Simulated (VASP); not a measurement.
Set up this calculation in VASP 6.6.1, as the native input.

- Task: single point
- Functional: PBEsol
- Potentials or basis: VASP PAW PBE potentials, release 64 (Y_sv)
- Cutoff: 520 eV
- k mesh: 13 × 13 × 13
- Occupations: fermi-dirac, width 0.1 eV
- Spin: no spin polarisation
- Dipole correction: no
- Further INCAR settings: ALGO = Normal; EDIFF = 1e-06; NBANDS = 12

The structure of Y lies in POSCAR:

```
Y
1.0
    0.0000000000      2.2129847788      2.2129847788
    2.2129847788      0.0000000000      2.2129847788
    2.2129847788      2.2129847788      0.0000000000
Y
1
Direct
    0.0000000000      0.0000000000      0.0000000000
```

This cell differs from its parent crystal: volume scaled by 0.7.

The input as run:

INCAR

```
PREC = Accurate ; ENCUT = 520
EDIFF = 1E-6 ; ISMEAR = -1
SIGMA = 0.1 ; LREAL = False
LASPH = True ; NELM = 80
ALGO = Normal ; ISIF = 2
LWAVE = False ; LCHARG = True
GGA = PS ; LELF = True
LVHAR = True ; NBANDS = 12
```

KPOINTS

```
Automatic mesh
0
Gamma
  13 13 13
```

Potentials or basis: VASP PAW PBE potentials, release 64 (Y_sv).

Run with:

```console
$ cat potpaw_PBE.64/Y_sv/POTCAR > POTCAR
$ mpirun -np 1 vasp_std > vasp.out
```

Results of the run:

```
Pressure : 25.0 GPa
```

Caveat: the PAW data sets were made with another functional, which shifts forces and pressure a little.

Run time: 8.2 s on 1 thread of Intel(R) Xeon(R) 6975P-C (Granite Rapids), on a shared host, peak memory 0.17 GiB.
